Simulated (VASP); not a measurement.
# HfC (Pm) in VASP: single point with PBEsol+D3(BJ)

Aim: the single point of HfC with PBEsol+D3(BJ).

Program: VASP 6.6.1. These are calculated values, not measurements. Logs are shortened: lines on timing, memory, paths and dates and some standing lists are left out, and cuts for length are marked.

### 1 The cell of the first run

The structure is monoclinic, space group Pm (No. 6). The conventional cell has a = 3.251 Å, b = 5.238 Å, c = 3.257 Å, α = 90.00°, β = 119.29°, γ = 90.00°. Within 2.9 Å of Hf (site symmetry m) lie 6 C at 2.21 to 2.34 Å. Hf (site symmetry m) has 6 C at 2.13 to 2.43 Å within 2.8 Å. C (site symmetry 1) has 6 Hf at 2.13 to 2.43 Å and 2 C at 2.62 Å within 2.8 Å.

### 2 Single point, PBEsol+D3(BJ)

INCAR

```
SYSTEM = HfC
PREC = Accurate
ENCUT = 520
EDIFF = 1E-7
ISMEAR = 0
SIGMA = 0.1
LREAL = .FALSE.
LASPH = .TRUE.
NELM = 100
ALGO = Fast
ISIF = 2
LWAVE = .FALSE.
LCHARG = .TRUE.
GGA = PS
IVDW = 12
LELF = .TRUE.
LVHAR = .TRUE.
ISYM = 0
NBANDS = 22
```

KPOINTS

```
regular mesh
0
G
  14 14 8
  0 0 0
```

POSCAR

```
HfC
1.0
    3.2886781944      0.0032425800      0.0000000000
   -1.6415309404      2.8060143244      0.0000000000
    0.0000000000      0.0000000000      5.2380924552
Hf C
2 2
Direct
    0.6597970970      0.3423611160      0.7500000000
    0.3871004842      0.7045264002      0.2500000000
   -0.0234487906     -0.0234437581      0.0003738130
   -0.0234487906     -0.0234437581      0.4996261870
```

Potentials or basis: VASP PAW PBE potentials, release 64 (Hf_pv, C).

Launch:

```console
$ cat potpaw_PBE.64/Hf_pv/POTCAR potpaw_PBE.64/C/POTCAR > POTCAR
$ mpirun -np 1 vasp_std > vasp.out
```

OUTCAR:

```text
SYSTEM = HfC
   PREC = Accurate
   ENCUT = 520
   EDIFF = 1E-7
   ISMEAR = 0
   LREAL = .FALSE.
   LASPH = .TRUE.
   NELM = 100
   ISIF = 2
   GGA = PS
   IVDW = 12
   ISYM = 0
 IVDW          = 12

 ion  position               nearest neighbor table
   1  0.660  0.342  0.750-   3 2.21   4 2.21   3 2.34   4 2.34   3 2.34   4 2.34   2 3.18   2 3.18
                             2 3.18   2 3.18   2 3.34   2 3.34
   2  0.387  0.705  0.250-   3 2.13   4 2.13   3 2.35   4 2.35   3 2.43   4 2.43   1 3.18   1 3.18
                             1 3.18   1 3.18   1 3.34   1 3.34
   3  0.977  0.977  0.000-   2 2.13   1 2.21   1 2.34   1 2.34   2 2.35   2 2.43
   4  0.977  0.977  0.500-   2 2.13   1 2.21   1 2.34   1 2.34   2 2.35   2 2.43

IMPORTANT INFORMATION: All symmetrisations will be switched off!
NOSYMM: (Re-)initialisation of all symmetry stuff for point group C_1.

----------------------------------------------------------------------------------------

                                     Primitive cell

  volume of cell :      48.3654

  direct lattice vectors                    reciprocal lattice vectors
     3.288678194  0.003242580  0.000000000     0.303898244  0.177781833  0.000000000
    -1.641530940  2.806014324  0.000000000    -0.000351179  0.356171927  0.000000000
     0.000000000  0.000000000  5.238092455     0.000000000  0.000000000  0.190909192

  length of vectors
     3.288679793  3.250898371  5.238092455     0.352080279  0.356172100  0.190909192

  position of ions in fractional coordinates (direct lattice)
     0.659797097  0.342361116  0.750000000
     0.387100484  0.704526400  0.250000000
     0.976551209  0.976556242  0.000373813
     0.976551209  0.976556242  0.499626187

  ion indices of the primitive-cell ions
   primitive index   ion index
                 1           1
                 2           2
                 3           3
                 4           4

----------------------------------------------------------------------------------------

 KPOINTS: regular mesh

Automatic generation of k-mesh.
 Grid dimensions read from file:
 generate k-points for:   14   14    8

 Generating k-lattice:

  Cartesian coordinates                     Fractional coordinates (reciprocal lattice)
     0.021707017  0.012698702  0.000000000     0.071428571  0.000000000  0.000000000
    -0.000025084  0.025440852  0.000000000     0.000000000  0.071428571  0.000000000
     0.000000000  0.000000000  0.023863649     0.000000000  0.000000000  0.125000000

  Length of vectors
     0.025148591  0.025440864  0.023863649

[... 55 lines left out ...]
   EDIFFG = 0.1E-05   stopping-criterion for IOM
   NSW    =      0    number of steps for IOM
   IBRION =     -1    ionic relax: 0-MD 1-quasi-New 2-CG
   NFREE  =      0    steps in history (QN), initial steepest desc. (CG)
   ISIF   =      2    stress and relaxation
   ISYM   =      0    0-nonsym 1-usesym 2-fastsym
   POTIM  = 0.5000    time-step for ionic-motion
   TEBEG  =    0.0;   TEEND  =   0.0 temperature during run
   PSTRESS=    0.0 pullay stress
   NELECT =      28.0000    total number of electrons
   NUPDOWN=      -1.0000    fix difference up-down
   EMIN   =  10.00;   EMAX   =-10.00  energy-range for DOS
   EFERMI =   0.00;   METHOD = LEGACY
   ISMEAR =     0;   SIGMA  =   0.10  broadening in eV -4-tet -1-fermi 0-gaus
   EFERMI_NEDOS =   21; number of points for ismear=-14 and -15
   IALGO  =     68    algorithm
   IMIX   =      4    mixing-type and parameters
     AMIX     =   0.40;   BMIX     =  1.00
     AMIX_MAG =   1.60;   BMIX_MAG =  1.00
  volume/ion in A,a.u.               =      12.09        81.60
  Fermi-wavevector in a.u.,A,eV,Ry     =   1.364424  2.578387 25.329310  1.861652
  Thomas-Fermi vector in A             =   2.490741
   LORBIT       =      0    0 simple, 1 ext, 2 COOP (PROOUT), +10 PAW based schemes
   GGA     = PS    functional components
   LHFCALC =     F    Hartree Fock is set to
   AEXX    =    0.0000 exact exchange contribution
   IVDW    =    12    specifies the selected vdW correction
   LEPSILON=     F    determine dielectric tensor
   LRPA    =     F    only Hartree local field effects (RPA)
 non-spin polarized calculation
 RMM-DIIS sequential band-by-band and
 Gauss-broadening in eV      SIGMA  =   0.10
  energy-cutoff  :      520.00
  volume of cell :       48.37
 maximum number of plane-waves:      1327
   NGX = 13   NGY = 13   NGZ = 19

 number of electron      27.9999998 magnetization

 Free energy of the ion-electron system (eV)
  ---------------------------------------------------
  ext. energy  EPLUGINS =         0.00000000
  ---------------------------------------------------
  free energy    TOTEN  =       -43.09108321 eV

  energy without entropy =      -43.08817101  energy(sigma->0) =      -43.08962711

 E-fermi :   6.5373     XC(G=0): -12.5994

 val. band max:        6.5205696110   @ k =   0.1429  -0.3571   0.2500
 cond. band min:       6.5395922797   @ k =   0.2857   0.1429   0.2500
 fundamental gap:      0.0190226686
 Fermi energy:         6.5372904174

 k-point     1 :       0.0000    0.0000    0.0000
  band No.  band energies     occupation
      1     -23.9248      2.00000
      2     -23.2645      2.00000
      3     -23.1944      2.00000
      4     -23.1507      2.00000
      5     -23.1248      2.00000
      6     -23.0783      2.00000
[... 589 lines left out ...]
     21      12.5444      0.00000
     22      13.5817      0.00000

 [... further k-points ...]

------------------------ aborting loop because EDIFF is reached ----------------------------------------

 Edisp (eV)   -1.51619

 E8    (eV) :    -1.0726

  FORCE on cell =-STRESS in cart. coord.  units (eV):
  Direction    XX          YY          ZZ          XY          YZ          ZX
  --------------------------------------------------------------------------------------
  -------------------------------------------------------------------------------------
  Total       0.06358     0.81752     0.20867     0.17560     0.00000    -0.00000
  in kB       2.10621    27.08174     6.91252     5.81700     0.00001    -0.00002
  external pressure =       12.03 kB  Pullay stress =        0.00 kB

 VOLUME and BASIS-vectors are now :
 -----------------------------------------------------------------------------
  energy-cutoff  :      520.00
  volume of cell :       48.37
      direct lattice vectors                 reciprocal lattice vectors
     3.288678194  0.003242580  0.000000000     0.303898244  0.177781833  0.000000000
    -1.641530940  2.806014324  0.000000000    -0.000351179  0.356171927  0.000000000
     0.000000000  0.000000000  5.238092455     0.000000000  0.000000000  0.190909192

 POSITION                                       TOTAL-FORCE (eV/Angst)
 -----------------------------------------------------------------------------------
      1.60786      0.96281      3.92857        -0.060522     -1.676924      0.000000
      0.11655      1.97817      1.30952        -3.042232     -2.783548      0.000000
      1.60852      2.74340      0.00196         1.551377      2.230236     -0.370977
      1.60852      2.74340      2.61709         1.551377      2.230236      0.370977
 -----------------------------------------------------------------------------------
    total drift:                               -0.000142     -0.000078     -0.000000

  FREE ENERGIE OF THE ION-ELECTRON SYSTEM (eV)
  ---------------------------------------------------
  free  energy   TOTEN  =       -44.6072699698 eV

  energy  without entropy=      -44.6043577709  energy(sigma->0) =      -44.60581387
```

OSZICAR:

```text
N       E                     dE             d eps       ncg     rms          rms(c)
DAV:   1     0.855295798668E+02    0.85530E+02   -0.15430E+04 34704   0.125E+03
DAV:   2    -0.435623916775E+02   -0.12909E+03   -0.12318E+03 44178   0.288E+02
DAV:   3    -0.488390811450E+02   -0.52767E+01   -0.52236E+01 44910   0.426E+01
DAV:   4    -0.488912783651E+02   -0.52197E-01   -0.52161E-01 42366   0.466E+00
DAV:   5    -0.488919192583E+02   -0.64089E-03   -0.64082E-03 46376   0.447E-01    0.845E+01
RMM:   6    -0.432740296750E+02    0.56179E+01   -0.19135E+01 35606   0.166E+01    0.610E+01
RMM:   7    -0.430866648730E+02    0.18736E+00   -0.17598E+00 38354   0.729E+00    0.228E+01
RMM:   8    -0.430939368993E+02   -0.72720E-02   -0.39845E-01 41924   0.300E+00    0.261E+00
RMM:   9    -0.431009126404E+02   -0.69757E-02   -0.20206E-01 42750   0.184E+00    0.202E+00
RMM:  10    -0.430914357215E+02    0.94769E-02   -0.19987E-02 42697   0.728E-01    0.464E-01
RMM:  11    -0.430910322800E+02    0.40344E-03   -0.49132E-03 44536   0.317E-01    0.191E-01
RMM:  12    -0.430910769701E+02   -0.44690E-04   -0.87153E-04 44631   0.141E-01    0.598E-02
RMM:  13    -0.430911014254E+02   -0.24455E-04   -0.21406E-04 44002   0.677E-02    0.931E-02
RMM:  14    -0.430910825657E+02    0.18860E-04   -0.61549E-05 44371   0.323E-02    0.515E-02
RMM:  15    -0.430910834666E+02   -0.90087E-06   -0.24629E-05 44093   0.179E-02    0.102E-02
RMM:  16    -0.430910835110E+02   -0.44456E-07   -0.42595E-06 41897   0.930E-03    0.127E-02
RMM:  17    -0.430910831791E+02    0.33190E-06   -0.74855E-07 39886   0.349E-03    0.288E-03
RMM:  18    -0.430910832103E+02   -0.31137E-07   -0.15968E-07 32497   0.158E-03
   1 F= -.44607270E+02 E0= -.44605814E+02  d E =-.291220E-02
```

stdout:

```text
POSCAR found type information on POSCAR HfC
 POSCAR found :  2 types and       4 ions
 scaLAPACK will be used
 -----------------------------------------------------------------------------
|                                                                             |
|                                                                             |
|     You enforced a specific xc type in the INCAR file but a different       |
|     I HOPE YOU KNOW WHAT YOU ARE DOING!                                     |
|                                                                             |
 -----------------------------------------------------------------------------

 LDA part: xc-table for (Slater+PW92), standard interpolation
 POSCAR, INCAR and KPOINTS ok, starting setup
 FFT: planning ... GRIDC
 FFT: planning ... GRID_SOFT
 FFT: planning ... GRID
 WAVECAR not read
 entering main loop
```

It took 34 min on 1 thread of Oxide Virtual Turin-like, shared host; peak memory 0.73 GiB.

What came out:

```
Free energy                : -44.6073 eV
Pressure                   : 1.2 GPa
Largest force              : 4.124 eV/Å
Band gap on the k mesh     : zero (bands 14 and 15 overlap by 0.99 eV)
Dispersion energy per atom : -0.379 eV
```

Forces on the atoms (eV/Å):
```
Hf  -0.061 -1.677  0.000
Hf  -3.042 -2.784  0.000
C    1.551  2.230 -0.371
C    1.551  2.230  0.371
```

Stress tensor (GPa, compression positive):
```
0.21 0.58 0.00
0.58 2.71 0.00
0.00 0.00 0.69
```

Caveat: three body term missing; the PAW data sets were made with another functional, which shifts forces and pressure a little; spin-orbit coupling is left out, which moves the levels of the heavy elements.
